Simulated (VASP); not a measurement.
Here is a VASP 6.6.1 calculation.

File INCAR:

```
SYSTEM = SiS2
ALGO = Normal ; EDIFF = 1E-6
ENCUT = 500 ; GGA = PE
GGA_COMPAT = .FALSE. ; ISIF = 2
ISMEAR = 0 ; ISYM = 0
IVDW = 12 ; LASPH = .TRUE.
LCHARG = .FALSE. ; LREAL = .FALSE.
LWAVE = .FALSE. ; NBANDS = 63
NELM = 120 ; PREC = Accurate
SIGMA = 0.1
```

Contents of KPOINTS:

```
Automatic mesh
0
Gamma
  2 2 2
  0.5 0.5 0.5
```

Contents of POSCAR:

```
SiS2
1.0
    5.6500000000      0.0000000000      0.0000000000
    0.0000000000      9.5700000000      0.0000000000
   -2.8250000000     -4.7850000000      8.3100000000
Si S
6 12
Direct
    0.2500000000      0.2500000000      0.5000000000
    0.5833333333      0.5833333333      0.1666666667
    0.9166666667      0.9166666667      0.8333333333
    0.0833333333      0.0833333333      0.1666666667
    0.4166666667      0.4166666667      0.8333333333
    0.7500000000      0.7500000000      0.5000000000
    0.4496666667      0.5496666667      0.3333333333
    0.7830000000      0.8830000000      0.0000000000
    0.1163333333      0.2163333333      0.6666666667
    0.2170000000      0.1170000000      1.0000000000
    0.5503333333      0.4503333333      0.6666666667
    0.8836666667      0.7836666667      0.3333333333
    0.3836666667      0.0496666667      0.3333333333
    0.7170000000      0.3830000000      1.0000000000
    0.0503333333      0.7163333333      0.6666666667
    0.2830000000      0.6170000000      1.0000000000
    0.6163333333      0.9503333333      0.6666666667
    0.9496666667      0.2836666667      0.3333333333
```

Potentials or basis: VASP PAW PBE potentials, release 64 (Si, S).

The run is started by

```sh
$ cat potpaw_PBE.64/Si/POTCAR potpaw_PBE.64/S/POTCAR > POTCAR
$ mpirun -np 1 vasp_std > vasp.out
```

Question: Estimate the largest force.

Answer: 0.535 eV/Å.

Question: What does it give for the pressure?

Answer: -2.2 GPa.

Question: Predict the band gap on the k mesh.

Answer: 3.16 eV.

Question: Predict the dispersion energy per atom.

Answer: -0.233 eV.

Forces in eV/Å, atoms in the order of the input:
```
Si   0.000  0.000  0.000
Si   0.000  0.000  0.000
Si   0.000  0.000  0.000
Si   0.000  0.000  0.000
Si   0.000  0.000  0.000
Si   0.000  0.000  0.000
S    0.450  0.290  0.000
S    0.450  0.290  0.000
S    0.450  0.290  0.000
S   -0.450 -0.290  0.000
S   -0.450 -0.290  0.000
S   -0.450 -0.290  0.000
S   -0.450  0.290  0.000
S   -0.450  0.290  0.000
S   -0.450  0.290  0.000
S    0.450 -0.290  0.000
S    0.450 -0.290  0.000
S    0.450 -0.290  0.000
```

Caveat: the k points lie up to 0.59 Å⁻¹ apart; a shifted mesh leaves out Γ, where band edges can lie. A k mesh can miss the band edges.
